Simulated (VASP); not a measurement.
## Mn3Si: single point with LDA

Crystal: Mn3Si.

```xyz
4
Lattice="0.0000 2.9534 2.9534 2.9534 0.0000 2.9534 2.9534 2.9534 0.0000" Properties=species:S:1:pos:R:3 pbc="T T T"
Mn    2.9534    2.9534    2.9534
Mn    1.4767    1.4767    1.4767
Mn    4.4300    4.4300    4.4300
Si    0.0000    0.0000    0.0000
```

| Item | Value |
| --- | --- |
| Program | VASP 6.6.1 |
| Task | single point |
| Functional | LDA |
| Potentials or basis | VASP PAW LDA potentials, release 64 (Mn_pv, Si) |
| Cutoff | 520 eV |
| k mesh | 10 × 10 × 10 |
| Occupations | fermi-dirac, width 0.05 eV |
| Spin | no spin polarisation |

```yaml
Pressure: -41.7 GPa
Band_gap_on_the_k_mesh: zero (an odd number of electrons rules out a gap without spin polarisation)
```

Levels at points of the mesh, in eV from the Fermi level:
```
           k point  band 18  band 19  band 20  band 21  band 22  band 23  band 24  band 25
(0.00, 0.00, 0.00)    -1.82     0.30     0.30     0.30     0.38     0.38     0.79     0.79
(0.50, 0.00, 0.00)    -1.51    -0.75    -0.73    -0.73     0.30     0.30     0.45     0.45
(0.50, 0.50, 0.00)    -1.63    -0.99    -0.44    -0.44    -0.03     0.25     0.28     0.73
```

Run time: 64 s on 1 thread of Intel(R) Xeon(R) Platinum 8488C (Sapphire Rapids), on a shared host, peak memory 0.18 GiB.

Caveat: the cell stands under tension; the run has no spin polarisation, though such a crystal can be magnetic. Spin polarisation is off, so any magnetic state and its effect on volume and gap are missing.
